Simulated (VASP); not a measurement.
Input of a VASP 6.6.1 run:

INCAR

```
SYSTEM = Ti6O
  PREC = Accurate
  ENCUT = 520
  EDIFF = 1E-6
  ISMEAR = 0
  SIGMA = 0.1
  LREAL = .FALSE.
  LASPH = .TRUE.
  NELM = 80
  ALGO = Normal
  ISIF = 2
  LWAVE = .FALSE.
  LCHARG = .FALSE.
  LDIPOL = .TRUE.
  IDIPOL = 3
  DIPOL = 0.5 0.5 0.350
  GGA = PS
  NBANDS = 48
```

The input KPOINTS:

```
Automatic mesh
0
G
  9 6 1
  0 0 0
```

POSCAR

```
Ti6O
1.0
    2.8999670177      0.0000000000      0.0000000000
    0.0000000000      4.5905806278      0.0000000000
    0.0000000000      0.0000000000     21.2062529549
Ti O
6 1
Direct
    0.0000000000      0.7500000000      0.1886236106
    0.5000000000      0.2500000000      0.2281000977
    0.5000000000      0.7500000000      0.3070530716
    0.0000000000      0.2500000000      0.3454090437
    0.0000000000      0.7500000000      0.4205530428
    0.5000000000      0.2500000000      0.4577071195
    0.8333333333      0.4500000000      0.5051881670
```

Potentials or basis: VASP PAW PBE potentials, release 64 (Ti_sv, O).

Run with:

```sh
$ cat potpaw_PBE.64/Ti_sv/POTCAR potpaw_PBE.64/O/POTCAR > POTCAR
$ mpirun -np 1 vasp_std > vasp.out
```

Q: Predict the largest force.

A: 3.180 eV/Å.

Q: Estimate the band gap on the k mesh.

A: Zero (bands 39 and 40 overlap by 0.39 eV).

Forces in eV/Å, atoms in the order of the input:
```
Ti  -0.015  0.023  0.316
Ti   0.003 -0.047  0.067
Ti   0.084  0.160 -0.357
Ti  -0.110 -0.134 -0.897
Ti  -0.464 -0.752  0.700
Ti  -2.238 -0.857  0.036
O    2.741  1.607  0.135
```

Caveat: the PAW data sets were made with another functional, which shifts forces and pressure a little.
